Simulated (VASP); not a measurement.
# Os (P6_3/mmc) in VASP: notebook, part 2 of 2

VASP 6.6.1.

**3. Single point, LDA**

This run uses another cell than the first one, of 14.99 Å³/atom, 1.137 times its volume.

INCAR reads:

```
PREC = Accurate
ENCUT = 520
EDIFF = 1E-6
ISMEAR = -1
SIGMA = 0.03
LREAL = False
LASPH = True
NELM = 80
ALGO = Normal
ISIF = 2
LWAVE = False
LCHARG = False
ISYM = 0
NBANDS = 15
```

KPOINTS reads:

```
Automatic mesh
0
Gamma
  16 16 9
  0.5 0.5 0.5
```

POSCAR reads:

```
Os
1.0
    2.7983879451      0.0000000000      0.0000000000
   -1.3991939726      2.4234750501      0.0000000000
    0.0000000000      0.0000000000      4.4193006099
Os
2
Direct
    0.3333333333      0.6666666667      0.2500000000
    0.6666666667      0.3333333333      0.7500000000
```

Potentials or basis: VASP PAW LDA potentials, release 64 (Os).

Launch:

```console
cat potpaw_LDA.64/Os/POTCAR > POTCAR
mpirun -np 1 vasp_std > vasp.out
```

OUTCAR:

```text
PREC = Accurate
   ENCUT = 520
   EDIFF = 1E-6
   ISMEAR = -1
   LREAL = False
   LASPH = True
   NELM = 80
   ISIF = 2
   ISYM = 0

 ion  position               nearest neighbor table
   1  0.333  0.667  0.250-   2 2.74   2 2.74   2 2.74   2 2.74   2 2.74   2 2.74
   2  0.667  0.333  0.750-   1 2.74   1 2.74   1 2.74   1 2.74   1 2.74   1 2.74

IMPORTANT INFORMATION: All symmetrisations will be switched off!
NOSYMM: (Re-)initialisation of all symmetry stuff for point group C_1.

----------------------------------------------------------------------------------------

                                     Primitive cell

  volume of cell :      29.9709

  direct lattice vectors                    reciprocal lattice vectors
     2.798387945  0.000000000  0.000000000     0.357348595  0.206315307  0.000000000
    -1.399193973  2.423475050  0.000000000     0.000000000  0.412630615  0.000000000
     0.000000000  0.000000000  4.419300610     0.000000000  0.000000000  0.226280149

  length of vectors
     2.798387945  2.798387945  4.419300610     0.412630615  0.412630615  0.226280149

  position of ions in fractional coordinates (direct lattice)
     0.333333333  0.666666667  0.250000000
     0.666666667  0.333333333  0.750000000

  ion indices of the primitive-cell ions
   primitive index   ion index
                 1           1
                 2           2

----------------------------------------------------------------------------------------

 KPOINTS: Automatic mesh

Automatic generation of k-mesh.
 Grid dimensions read from file:
 generate k-points for:   16   16    9

 Generating k-lattice:

  Cartesian coordinates                     Fractional coordinates (reciprocal lattice)
     0.022334287  0.012894707  0.000000000     0.062500000  0.000000000  0.000000000
     0.000000000  0.025789413  0.000000000     0.000000000  0.062500000  0.000000000
     0.000000000  0.000000000  0.025142239     0.000000000  0.000000000  0.111111111

  Length of vectors
     0.025789413  0.025789413  0.025142239

  Shift w.r.t. Gamma in fractional coordinates (k-lattice)
     0.500000000  0.500000000  0.500000000

 Subroutine IBZKPT returns following result:
 ===========================================

 Found   3456 irreducible k-points:

 Following reciprocal coordinates:
            Coordinates               Weight
  0.031250  0.031250  0.055556      2.000000
 -0.031250  0.062500  0.055556      2.000000
 -0.062500  0.031250  0.055556      2.000000
 -0.031250 -0.031250  0.055556      2.000000
  0.031250 -0.062500  0.055556      2.000000
  0.062500 -0.031250  0.055556      2.000000
[... 16 lines left out ...]
  0.031250 -0.187500  0.055556      2.000000
  0.187500 -0.156250  0.055556      2.000000
 [... further k-points ...]
   k-points           NKPTS =   3456   k-points in BZ     NKDIM =   3456   number of bands    NBANDS=     15
   number of dos      NEDOS =    301   number of ions     NIONS =      2
   total plane-waves  NPLWV =  20736
   dimension x,y,z NGX =    24 NGY =   24 NGZ =   36
   dimension x,y,z NGXF=    48 NGYF=   48 NGZF=   72
   ions per type =               2
   NGX,Y,Z   is equivalent  to a cutoff of  14.26, 14.26, 13.54 a.u.
   NGXF,Y,Z  is equivalent  to a cutoff of  28.52, 28.52, 27.09 a.u.
 SYSTEM =  unknown system
   PREC   = accura    normal or accurate (medium, high low for compatibility)
   ISTART =      0    job   : 0-new  1-cont  2-samecut
   ICHARG =      2    charge: 1-file 2-atom 10-const
   ISPIN  =      1    spin polarized calculation?
   LNONCOLLINEAR =      F non collinear calculations
   LSORBIT =      F    spin-orbit coupling
   LASPH  =      T    aspherical Exc in radial PAW
   ENCUT  =  520.0 eV  38.22 Ry    6.18 a.u.   5.20  5.20  8.22*2*pi/ulx,y,z
   NELM   =     80;   NELMIN=  2; NELMDL= -5     # of ELM steps
   EDIFF  = 0.1E-05   stopping-criterion for ELM
   LREAL  =      F    real-space projection
   EDIFFG = 0.1E-04   stopping-criterion for IOM
   NSW    =      0    number of steps for IOM
   IBRION =     -1    ionic relax: 0-MD 1-quasi-New 2-CG
   NFREE  =      0    steps in history (QN), initial steepest desc. (CG)
   ISIF   =      2    stress and relaxation
   ISYM   =      0    0-nonsym 1-usesym 2-fastsym
   POTIM  = 0.5000    time-step for ionic-motion
   TEBEG  =    0.0;   TEEND  =   0.0 temperature during run
   PSTRESS=    0.0 pullay stress
   NELECT =      16.0000    total number of electrons
   NUPDOWN=      -1.0000    fix difference up-down
   EMIN   =  10.00;   EMAX   =-10.00  energy-range for DOS
   EFERMI =   0.00;   METHOD = LEGACY
   ISMEAR =    -1;   SIGMA  =   0.03  broadening in eV -4-tet -1-fermi 0-gaus
   EFERMI_NEDOS =   21; number of points for ismear=-14 and -15
   IALGO  =     38    algorithm
   IMIX   =      4    mixing-type and parameters
     AMIX     =   0.40;   BMIX     =  1.00
     AMIX_MAG =   1.60;   BMIX_MAG =  1.00
  volume/ion in A,a.u.               =      14.99       101.13
  Fermi-wavevector in a.u.,A,eV,Ry     =   1.328051  2.509653 23.996867  1.763720
  Thomas-Fermi vector in A             =   2.457318
   LORBIT       =      0    0 simple, 1 ext, 2 COOP (PROOUT), +10 PAW based schemes
   GGA     = CA    functional components
   LHFCALC =     F    Hartree Fock is set to
   AEXX    =    0.0000 exact exchange contribution
   IVDW    =     0    specifies the selected vdW correction
   LEPSILON=     F    determine dielectric tensor
   LRPA    =     F    only Hartree local field effects (RPA)
 non-spin polarized calculation
  energy-cutoff  :      520.00
  volume of cell :       29.97
 maximum number of plane-waves:       820
 NGX is ok and might be reduce to    24
   NGX = 11   NGY = 11   NGZ = 17

 number of electron      15.9999999 magnetization

 Free energy of the ion-electron system (eV)
  ---------------------------------------------------
  ext. energy  EPLUGINS =         0.00000000
  ---------------------------------------------------
  free energy    TOTEN  =       -25.03525062 eV

  energy without entropy =      -25.03098778  energy(sigma->0) =      -25.03311920

 E-fermi :   8.3733     XC(G=0): -13.7956

 val. band max:        8.3648812559   @ k =  -0.4063   0.3125  -0.2778
 cond. band min:       8.3886631548   @ k =  -0.2188   0.4688  -0.0556
 fundamental gap:      0.0237818988
 Fermi energy:         8.3733348422

 k-point     1 :       0.0312    0.0313    0.0556
  band No.  band energies     occupation
      1      -1.7491      2.00000
      2       1.3345      2.00000
      3       5.3341      2.00000
      4       5.6597      2.00000
      5       5.9835      2.00000
      6       6.2418      2.00000
      7       6.4047      2.00000
      8       6.8895      2.00000
      9       6.8895      2.00000
     10       7.8512      2.00000
     11       9.9080      0.00000
     12      10.5425      0.00000
     13      16.8051      0.00000
     14      22.6230      0.00000
     15      25.4094      0.00000

 k-point     2 :      -0.0312    0.0625    0.0556
  band No.  band energies     occupation
      1      -1.7491      2.00000
      2       1.3345      2.00000
      3       5.3341      2.00000
      4       5.6597      2.00000
      5       5.9835      2.00000
      6       6.2418      2.00000
      7       6.4047      2.00000
      8       6.8895      2.00000
      9       6.8895      2.00000
     10       7.8512      2.00000
     11       9.9080      0.00000
     12      10.5425      0.00000
     13      16.8051      0.00000
     14      22.6230      0.00000
     15      25.4094      0.00000
[... 365 lines left out ...]
      3       4.5502      2.00000
      4       5.2485      2.00000
      5       5.8030      2.00000
      6       6.1916      2.00000
      7       6.5952      2.00000
      8       6.7737      2.00000
      9       7.0745      2.00000
     10       7.2499      2.00000
     11      10.2228      0.00000
     12      13.2601      0.00000
     13      16.7042      0.00000
     14      23.6976      0.00000
     15      25.4902      0.00000

 k-point    24 :       0.1875   -0.1563    0.0556
  band No.  band energies     occupation
      1      -0.7879      2.00000
      2       2.0980      2.00000
      3       4.5502      2.00000
      4       5.2485      2.00000
      5       5.8030      2.00000
      6       6.1916      2.00000
      7       6.5952      2.00000
      8       6.7737      2.00000
      9       7.0745      2.00000
     10       7.2499      2.00000
     11      10.2228      0.00000
     12      13.2601      0.00000
     13      16.7042      0.00000
     14      23.6976      0.00000
     15      25.4902      0.00000

 [... further k-points ...]
[... 5 lines left out ...]
  --------------------------------------------------------------------------------------
  -------------------------------------------------------------------------------------
  Total       -5.8597613     -5.8597609     -6.3552464     -0.0000006      0.0000001     -0.0000005
  in kB     -313.2495750   -313.2495536   -339.7370834     -0.0000306      0.0000051     -0.0000247
  external PRESSURE =    -322.0787373 kB  Pullay stress =       0.0000000 kB

 VOLUME and BASIS-vectors are now :
 -----------------------------------------------------------------------------
  energy-cutoff  :      520.00
  volume of cell :       29.97
      direct lattice vectors                 reciprocal lattice vectors
     2.798387945  0.000000000  0.000000000     0.357348595  0.206315307  0.000000000
    -1.399193973  2.423475050  0.000000000     0.000000000  0.412630615  0.000000000
     0.000000000  0.000000000  4.419300610     0.000000000  0.000000000  0.226280149

 POSITION                                       TOTAL-FORCE (eV/Angst)
 -----------------------------------------------------------------------------------
     -0.00000      1.61565      1.10483         0.000000     -0.000000      0.000001
      1.39919      0.80783      3.31448        -0.000000      0.000000     -0.000001
 -----------------------------------------------------------------------------------
    total drift:                                0.000000     -0.000000     -0.000000

  FREE ENERGIE OF THE ION-ELECTRON SYSTEM (eV)
  ---------------------------------------------------
  free  energy   TOTEN  =       -25.0352506200 eV

  energy  without entropy=      -25.0309877780  energy(sigma->0) =      -25.03311920
```

It took 36 min on 1 thread of Oxide Virtual Turin-like, shared host; peak memory 1.3 GiB.

Results:

```yaml
Free_energy: -25.0353 eV
Pressure: -32.2 GPa
Band_gap_on_the_k_mesh: zero (band 8 reaches 10.16 eV, above the bottom of band 9 at 6.78 eV)
```

Levels at points of the mesh, in eV from the Fermi level:
```csv
k point,band 4,band 5,band 6,band 7,band 8,band 9,band 10,band 11,band 12,band 13
"(0.03, 0.03, 0.06)",-2.71,-2.39,-2.13,-1.97,-1.48,-1.48,-0.52,1.53,2.17,8.43
```

Caveat: spin-orbit coupling is left out, which moves the levels of the heavy elements.
